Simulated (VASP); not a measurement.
Write the native input for VASP 6.6.1 that does the following.

```yaml
Task: single point
Functional: PBE
Potentials_or_basis: VASP PAW PBE potentials, release 64 (Hg, Te)
Cutoff: 520 eV
k_mesh: 6 × 6 × 6
Occupations: gaussian, width 0.05 eV
Spin: no spin polarisation
Dipole_correction: no
Further_INCAR_settings: ALGO = Normal; EDIFF = 1e-07; NBANDS = 16
```

The structure of HgTe (Coloradoite) lies in POSCAR:

```
HgTe
1.0
    0.0000000000      3.2145000000      3.1502100000
    3.2145000000      0.0000000000      3.1502100000
    3.2145000000      3.2145000000      0.0000000000
Hg Te
1 1
Direct
    0.0000000000      0.0000000000      0.0000000000
    0.2500000000      0.2500000000      0.2500000000
```

One way to write it, as run:

INCAR

```
ALGO = Normal
EDIFF = 1E-7
ENCUT = 520
GGA = PE
ISIF = 2
ISMEAR = 0
LASPH = True
LCHARG = True
LELF = True
LREAL = False
LVHAR = True
LWAVE = False
NBANDS = 16
NELM = 100
PREC = Accurate
SIGMA = 0.05
```

KPOINTS

```
k-points
0
Gamma
  6 6 6
```

Potentials or basis: VASP PAW PBE potentials, release 64 (Hg, Te).

Launch:

```sh
$ cat potpaw_PBE.64/Hg/POTCAR potpaw_PBE.64/Te/POTCAR > POTCAR
$ mpirun -np 1 vasp_std > vasp.out
```

Results of the run:

The pressure is 5.9 GPa and the band gap on the k mesh is 0.07 eV, direct.

Caveat: spin-orbit coupling is left out, which moves the levels of the heavy elements.

It took 24 s on 1 thread of Intel(R) Xeon(R) 6975P-C (Granite Rapids), on a shared host, peak memory 0.21 GiB.
